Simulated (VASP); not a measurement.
# Ge4N3 (P-43m) in VASP: further runs

The runs below take Ge4N3 through single point, relaxation of cell and atoms, with PBE.

All numbers are computed with VASP 6.6.1; they aren't measurements. Logs are shortened: lines on timing, memory, paths and dates and some standing lists are left out, and cuts for length are marked.

### Step 1. The cell of the first run

Symmetry: P-43m, No. 215, cubic system. Conventional cell: a = 4.529 Å, b = 4.529 Å, c = 4.529 Å, α = 90.00°, β = 90.00°, γ = 90.00°. Ge (site symmetry 3m) has 3 N at 2.05 Å within 2.7 Å. Within 2.7 Å of N (site symmetry -42m) lie 4 Ge at 2.05 Å.

The cell was generated, and may not be a known phase.

### Step 2. Single point, PBE

INCAR

```
  PREC = Accurate
  ENCUT = 520
  EDIFF = 1E-6
  ISMEAR = 0
  SIGMA = 0.2
  LREAL = F
  LASPH = T
  NELM = 80
  ALGO = Normal
  ISIF = 2
  LWAVE = F
  LCHARG = F
  GGA = PE
  NBANDS = 44
```

KPOINTS

```
Automatic mesh
0
Gamma
  3 3 3
```

POSCAR

```
Ge4N3
1.0
    4.5294727680      0.0000000000      0.0000000000
    0.0000000000      4.5294727680      0.0000000000
    0.0000000000      0.0000000000      4.5294727680
Ge N
4 3
Direct
    0.7214644738      0.2785355262      0.2785355262
    0.2785355262      0.7214644738      0.2785355262
    0.2785355262      0.2785355262      0.7214644738
    0.7214644738      0.7214644738      0.7214644738
    0.0000000000      0.0000000000      0.5000000000
    0.5000000000      0.0000000000      0.0000000000
    0.0000000000      0.5000000000      0.0000000000
```

Potentials or basis: VASP PAW PBE potentials, release 64 (Ge_d, N).

Started as:

```
cat potpaw_PBE.64/Ge_d/POTCAR potpaw_PBE.64/N/POTCAR > POTCAR
mpirun -np 1 vasp_std > vasp.out
```

OUTCAR:

```text
PREC = Accurate
   ENCUT = 520
   EDIFF = 1E-6
   ISMEAR = 0
   LREAL = F
   LASPH = T
   NELM = 80
   ISIF = 2
   GGA = PE

 ion  position               nearest neighbor table
   1  0.721  0.279  0.279-   5 2.05   6 2.05   7 2.05   2 2.84   3 2.84   4 2.84
   2  0.279  0.721  0.279-   5 2.05   6 2.05   7 2.05   1 2.84   3 2.84   4 2.84
   3  0.279  0.279  0.721-   5 2.05   6 2.05   7 2.05   1 2.84   2 2.84   4 2.84
   4  0.721  0.721  0.721-   5 2.05   6 2.05   7 2.05   1 2.84   2 2.84   3 2.84
   5  0.000  0.000  0.500-   1 2.05   2 2.05   3 2.05   4 2.05
   6  0.500  0.000  0.000-   1 2.05   2 2.05   3 2.05   4 2.05
   7  0.000  0.500  0.000-   1 2.05   2 2.05   3 2.05   4 2.05

  LATTYP: Found a simple cubic cell.
 ALAT       =     4.5294727680

  Lattice vectors:

 A1 = (   4.5294727680,   0.0000000000,   0.0000000000)
 A2 = (   0.0000000000,   4.5294727680,   0.0000000000)
 A3 = (   0.0000000000,   0.0000000000,   4.5294727680)

Analysis of symmetry for initial positions (statically):
=====================================================================
 Subroutine PRICEL returns:
 Original cell was already a primitive cell.

 Routine SETGRP: Setting up the symmetry group for a
 simple cubic supercell.

 Subroutine GETGRP returns: Found 24 space group operations
 (whereof 24 operations were pure point group operations)
 out of a pool of 48 trial point group operations.

The static configuration has the point symmetry T_d .

Analysis of symmetry for dynamics (positions and initial velocities):
=====================================================================
 Subroutine PRICEL returns:
 Original cell was already a primitive cell.

 Routine SETGRP: Setting up the symmetry group for a
 simple cubic supercell.

 Subroutine GETGRP returns: Found 24 space group operations
 (whereof 24 operations were pure point group operations)
 out of a pool of 48 trial point group operations.

The dynamic configuration has the point symmetry T_d .

 Subroutine INISYM returns: Found 24 space group operations
 (whereof 24 operations are pure point group operations),
 and found     1 'primitive' translations

----------------------------------------------------------------------------------------

                                     Primitive cell

  volume of cell :      92.9272

  direct lattice vectors                    reciprocal lattice vectors
     4.529472768  0.000000000  0.000000000     0.220776247  0.000000000  0.000000000
[... 81 lines left out ...]
   ISIF   =      2    stress and relaxation
   ISYM   =      2    0-nonsym 1-usesym 2-fastsym
   POTIM  = 0.5000    time-step for ionic-motion
   TEBEG  =    0.0;   TEEND  =   0.0 temperature during run
   PSTRESS=    0.0 pullay stress
   NELECT =      71.0000    total number of electrons
   NUPDOWN=      -1.0000    fix difference up-down
   EMIN   =  10.00;   EMAX   =-10.00  energy-range for DOS
   EFERMI =   0.00;   METHOD = LEGACY
   ISMEAR =     0;   SIGMA  =   0.20  broadening in eV -4-tet -1-fermi 0-gaus
   EFERMI_NEDOS =   21; number of points for ismear=-14 and -15
   IALGO  =     38    algorithm
   IMIX   =      4    mixing-type and parameters
     AMIX     =   0.40;   BMIX     =  1.00
     AMIX_MAG =   1.60;   BMIX_MAG =  1.00
  volume/ion in A,a.u.               =      13.28        89.59
  Fermi-wavevector in a.u.,A,eV,Ry     =   1.496626  2.828213 30.475546  2.239889
  Thomas-Fermi vector in A             =   2.608618
   LORBIT       =      0    0 simple, 1 ext, 2 COOP (PROOUT), +10 PAW based schemes
   GGA     = PE    functional components
   LHFCALC =     F    Hartree Fock is set to
   AEXX    =    0.0000 exact exchange contribution
   IVDW    =     0    specifies the selected vdW correction
   LEPSILON=     F    determine dielectric tensor
   LRPA    =     F    only Hartree local field effects (RPA)
 non-spin polarized calculation
 Gauss-broadening in eV      SIGMA  =   0.20
  energy-cutoff  :      520.00
  volume of cell :       92.93
 maximum number of plane-waves:      2518
 NGX is ok and might be reduce to    36
   NGX = 17   NGY = 17   NGZ = 17

 number of electron      70.9999963 magnetization

 Free energy of the ion-electron system (eV)
  ---------------------------------------------------
  ext. energy  EPLUGINS =         0.00000000
  ---------------------------------------------------
  free energy    TOTEN  =       -41.00342771 eV

  energy without entropy =      -40.94908500  energy(sigma->0) =      -40.97625636

 E-fermi :   7.1366     XC(G=0): -11.5022

 val. band max:        6.8093333768   @ k =   0.3333   0.0000   0.0000
 cond. band min:       7.2424327708   @ k =   0.3333   0.3333   0.3333
 fundamental gap:      0.4330993940
 Fermi energy:         7.1365997305

 k-point     1 :       0.0000    0.0000    0.0000
  band No.  band energies     occupation
      1     -17.9165      2.00000
      2     -17.9165      2.00000
      3     -17.8454      2.00000
      4     -17.8230      2.00000
      5     -17.8230      2.00000
      6     -17.8230      2.00000
[... 177 lines left out ...]
     43      13.3922      0.00000
     44      13.9733      0.00000

------------------------ aborting loop because EDIFF is reached ----------------------------------------

  FORCE on cell =-STRESS in cart. coord.  units (eV):
  Direction    XX          YY          ZZ          XY          YZ          ZX
  --------------------------------------------------------------------------------------
  -------------------------------------------------------------------------------------
  Total       -0.0817734     -0.0817734     -0.0817734      0.0000000      0.0000000     -0.0000000
  in kB       -1.4098721     -1.4098721     -1.4098721      0.0000000      0.0000000     -0.0000000
  external PRESSURE =      -1.4098721 kB  Pullay stress =       0.0000000 kB

 VOLUME and BASIS-vectors are now :
 -----------------------------------------------------------------------------
  energy-cutoff  :      520.00
  volume of cell :       92.93
      direct lattice vectors                 reciprocal lattice vectors
     4.529472768  0.000000000  0.000000000     0.220776247  0.000000000  0.000000000
     0.000000000  4.529472768  0.000000000     0.000000000  0.220776247  0.000000000
     0.000000000  0.000000000  4.529472768     0.000000000  0.000000000  0.220776247

 POSITION                                       TOTAL-FORCE (eV/Angst)
 -----------------------------------------------------------------------------------
      3.26785      1.26162      1.26162         0.042837     -0.042837     -0.042837
      1.26162      3.26785      1.26162        -0.042837      0.042837     -0.042837
      1.26162      1.26162      3.26785        -0.042837     -0.042837      0.042837
      3.26785      3.26785      3.26785         0.042837      0.042837      0.042837
      0.00000      0.00000      2.26474         0.000000      0.000000      0.000000
      2.26474      0.00000      0.00000        -0.000000      0.000000      0.000000
      0.00000      2.26474      0.00000        -0.000000      0.000000      0.000000
 -----------------------------------------------------------------------------------
    total drift:                               -0.000000     -0.000000     -0.000000

  FREE ENERGIE OF THE ION-ELECTRON SYSTEM (eV)
  ---------------------------------------------------
  free  energy   TOTEN  =       -41.0034277103 eV

  energy  without entropy=      -40.9490850013  energy(sigma->0) =      -40.97625636
```

Wall time 14 s (1 thread of AMD EPYC 9R45 (Zen 5), shared host); peak memory 0.17 GiB.

What came out:

| Property | Result |
| --- | --- |
| Free energy | -41.0034 eV |
| Pressure | -0.1 GPa |
| Largest force | 0.074 eV/Å |
| Band gap on the k mesh | zero (an odd number of electrons rules out a gap without spin polarisation) |

Forces in eV/Å, atoms in the order of the input:
```
Ge   0.043 -0.043 -0.043
Ge  -0.043  0.043 -0.043
Ge  -0.043 -0.043  0.043
Ge   0.043  0.043  0.043
N    0.000  0.000  0.000
N    0.000  0.000  0.000
N    0.000  0.000  0.000
```

Levels at points of the mesh, in eV from the Fermi level:
```csv
k point,band 32,band 33,band 34,band 35,band 36,band 37,band 38,band 39
"(0.00, 0.00, 0.00)",-3.44,-3.44,-0.68,-0.68,0.62,0.62,0.62,0.98
```

Caveat: the k points lie up to 0.46 Å⁻¹ apart, too coarse for converged energies and pressures of a metal.

### Step 3. Relaxation of cell and atoms, PBE

This run uses another cell than the first one, of 16.55 Å³/atom.

INCAR

```
SYSTEM = Ge4N3
PREC     = Accurate       ! precision mode
ENCUT    = 600            ! plane-wave cutoff, eV
EDIFF    = 1E-7           ! SCF threshold, eV
ISMEAR   = 0              ! smearing method
SIGMA    = 0.2            ! smearing width, eV
LREAL    = .False.        ! projectors in reciprocal space
LASPH    = .True.         ! aspherical terms in the spheres
NELM     = 60             ! most SCF steps
ALGO     = Normal         ! electronic algorithm
ISIF     = 3              ! what is computed and relaxed
LWAVE    = .False.        ! write WAVECAR
LCHARG   = .False.        ! write CHGCAR
GGA      = PE             ! functional
IBRION   = 2              ! ionic algorithm
NSW      = 36             ! ionic steps
EDIFFG   = -0.08          ! ionic threshold
```

KPOINTS

```
Automatic mesh
0
Gamma
  3 3 3
  0 0 0
```

POSCAR

```
Ge4N3
1.0
    4.8748535300      0.0000000000      0.0000000000
    0.0000000000      4.8748535300      0.0000000000
    0.0000000000      0.0000000000      4.8748535300
Ge N
4 3
Direct
    0.7237776700      0.2762223300      0.2762223300
    0.2762223300      0.7237776700      0.2762223300
    0.2762223300      0.2762223300      0.7237776700
    0.7237776700      0.7237776700      0.7237776700
    0.0000000000      0.0000000000      0.5000000000
    0.5000000000      0.0000000000      0.0000000000
    0.0000000000      0.5000000000      0.0000000000
```

Potentials or basis: VASP PAW PBE potentials, release 64 (Ge_d, N).

Started as:

```
cat potpaw_PBE.64/Ge_d/POTCAR potpaw_PBE.64/N/POTCAR > POTCAR
mpirun -np 1 vasp_std > vasp.out
```

Wall time 79 s (1 thread of AMD EPYC 9R45 (Zen 5), shared host); peak memory 0.21 GiB.

The run converged. Its results:

```
Free energy                           : -41.0352 eV
Relaxed volume                        : 13.20 Å³/atom
Relaxed cell                          : a = 4.521 Å, b = 4.521 Å, c = 4.521 Å, α = 90.00°, β = 90.00°, γ = 90.00°
Space group after relaxing (to 0.1 Å) : P-43m (No. 215)
Energy gained by relaxing             : 186.8 meV/atom
Ionic steps                           : 5
Pressure after relaxing               : 0.6 GPa
Largest force after relaxing          : 0.071 eV/Å
Band gap on the k mesh                : zero (an odd number of electrons rules out a gap without spin polarisation)
```

Forces on the atoms (eV/Å):
```
Ge  -0.041  0.041  0.041
Ge   0.041 -0.041  0.041
Ge   0.041  0.041 -0.041
Ge  -0.041 -0.041 -0.041
N    0.000  0.000  0.000
N    0.000  0.000  0.000
N    0.000  0.000  0.000
```

Step by step:
```csv
step,energy change (eV),largest force (eV/Å),pressure (GPa),volume (Å³)
1,0.0000,1.0736,-15.01,115.85
2,-1.0826,1.6085,5.06,91.74
3,-1.1863,0.9460,-1.38,96.37
4,-1.3010,0.2953,0.09,93.28
5,-1.3077,0.0708,0.62,92.38
```

Final structure:
```xyz
7
Lattice="4.5205 0.0000 0.0000 0.0000 4.5205 0.0000 0.0000 0.0000 4.5205" Properties=species:S:1:pos:R:3 pbc="T T T"
Ge    3.2638    1.2567    1.2567
Ge    1.2567    3.2638    1.2567
Ge    1.2567    1.2567    3.2638
Ge    3.2638    3.2638    3.2638
N     0.0000    0.0000    2.2603
N     2.2603    0.0000    0.0000
N     0.0000    2.2603    0.0000
```

Levels at points of the mesh, in eV from the Fermi level:
| k point | band 31 | band 32 | band 33 | band 34 | band 35 | band 36 | band 37 | band 38 | band 39 | band 40 |
| --- | --- | --- | --- | --- | --- | --- | --- | --- | --- | --- |
| (0.00, 0.00, 0.00) | -3.51 | -3.51 | -3.51 | -0.69 | -0.69 | 0.63 | 0.63 | 0.63 | 0.94 | 3.27 |

Caveat: the k points lie up to 0.46 Å⁻¹ apart in the final cell, too coarse for converged energies and pressures of a metal; the volume moved by over 15 % at a fixed basis, so the end points are rough; the relaxation stopped at a loose force limit of 0.08 eV/Å, so its end isn't a converged minimum.

### Step 4. Single point, PBE

This run uses another cell than the first one, of 13.32 Å³/atom.

INCAR

```
ALGO = Normal ; EDIFF = 1E-7
ENCUT = 520 ; GGA = PE
ISIF = 2 ; ISMEAR = 0
LASPH = T ; LCHARG = F
LREAL = F ; LWAVE = F
NBANDS = 44 ; NELM = 100
PREC = Accurate ; SIGMA = 0.1
```

KPOINTS

```
k-points
0
Gamma
  8 8 8
```

POSCAR

```
Ge4N3
1.0
    4.5343651914      0.0000000000      0.0000000000
    0.0000000000      4.5343651914      0.0000000000
    0.0000000000      0.0000000000      4.5343651914
Ge N
4 3
Direct
    0.7226280392      0.2773719608      0.2773719608
    0.2773719608      0.7226280392      0.2773719608
    0.2773719608      0.2773719608      0.7226280392
    0.7226280392      0.7226280392      0.7226280392
    0.0000000000      0.0000000000      0.5000000000
    0.5000000000      0.0000000000      0.0000000000
    0.0000000000      0.5000000000      0.0000000000
```

Started as:

```
cat potpaw_PBE.64/Ge_d/POTCAR potpaw_PBE.64/N/POTCAR > POTCAR
mpirun -np 1 vasp_std > vasp.out
```

Wall time 82 s (1 thread of AMD EPYC 9R45 (Zen 5), shared host); peak memory 0.23 GiB.

Results (log left out):

```
Free energy            : -40.9067 eV
Pressure               : 0.0 GPa
Largest force          : 0.028 eV/Å
Band gap on the k mesh : zero (an odd number of electrons rules out a gap without spin polarisation)
```

Forces in eV/Å, atoms in the order of the input:
```
Ge  -0.016  0.016  0.016
Ge   0.016 -0.016  0.016
Ge   0.016  0.016 -0.016
Ge  -0.016 -0.016 -0.016
N    0.000  0.000  0.000
N    0.000  0.000  0.000
N    0.000  0.000  0.000
```

Levels at points of the mesh, in eV from the Fermi level:
| k point | band 33 | band 34 | band 35 | band 36 | band 37 | band 38 | band 39 | band 40 |
| --- | --- | --- | --- | --- | --- | --- | --- | --- |
| (0.00, 0.00, 0.00) | -3.25 | -0.43 | -0.43 | 0.84 | 0.84 | 0.84 | 1.12 | 3.52 |
| (0.50, 0.00, 0.00) | -3.41 | -3.12 | -0.35 | -0.35 | 2.94 | 2.95 | 3.00 | 3.60 |
| (0.50, 0.50, 0.00) | -2.69 | -2.30 | -0.29 | -0.29 | 3.49 | 3.49 | 3.50 | 3.59 |
| (0.50, 0.50, 0.50) | -2.65 | 0.57 | 0.57 | 0.57 | 1.54 | 1.54 | 1.54 | 5.55 |

### Step 5. The runs side by side

| task | cell | k mesh | cutoff (eV) | smearing | gap on the mesh (eV) | pressure (GPa) | largest force (eV/Å) |
| --- | --- | --- | --- | --- | --- | --- | --- |
| single point | a = 4.529 Å, 7 atoms, atomic positions A | 3 × 3 × 3 | 520 | gaussian 0.2 eV | none | -0.1 | 0.07 |
| relaxation of cell and atoms | relaxed from a = 4.875 Å, 7 atoms, atomic positions B | 3 × 3 × 3 | 600 | gaussian 0.2 eV | none | 0.6 | 0.07 |
| single point | a = 4.534 Å, 7 atoms, atomic positions C | 8 × 8 × 8 | 520 | gaussian 0.1 eV | none | 0.0 | 0.03 |

Alike in all rows: level PBE; potentials or basis VASP PAW PBE potentials, release 64 (Ge_d, N); no spin polarisation.

Caveats: some runs use coarse meshes; the volume moved by over 15 % at a fixed basis, so the end points are rough (at least some runs); the relaxation stopped at a loose force limit of 0.08 eV/Å, so its end isn't a converged minimum (at least some runs).

Absolute energies hang on the potentials; compare differences alone.

The gap in the log of VASP goes by the Fermi energy; the results here count the filled bands.